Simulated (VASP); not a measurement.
SnO:

```xyz
4
Lattice="3.7358 0.0000 0.0000 0.0000 3.7358 0.0000 0.0000 0.0000 4.7872" Properties=species:S:1:pos:R:3 pbc="T T T"
Sn    1.8679    0.0000    3.6604
Sn    0.0000    1.8679    1.1268
O     0.0000    0.0000    0.0000
O     1.8679    1.8679    0.0000
```

Base run:

- Program: VASP 6.6.1
- Functional: revPBE
- Potentials or basis: VASP PAW PBE potentials, release 64 (Sn_d, O)
- Cutoff: 520 eV
- k mesh: 7 × 7 × 6
- Occupations: fermi-dirac, width 0.05 eV
- Spin: no spin polarisation

Its results: band gap on the k mesh 0.14 eV (least direct gap 2.04 eV); pressure 13.0 GPa; largest force 1.571 eV/Å.

Task: The run is repeated on the same cell with these changes: functional from revPBE to LDA; potentials or basis from VASP PAW PBE potentials, release 64 (Sn_d, O) to VASP PAW LDA potentials, release 64 (Sn_d, O); cutoff from 520 eV to 600 eV. What comes out?

Result: Band gap on the k mesh 0.23 eV (least direct gap 1.95 eV); pressure 3.3 GPa; largest force 0.791 eV/Å.

Caveats: the cell stands under pressure; spin-orbit coupling is left out, which moves the levels of the heavy elements; an odd mesh through Γ misses points on the zone boundary, where band edges can lie; the PAW data sets were made with another functional, which shifts forces and pressure a little (at least some runs).
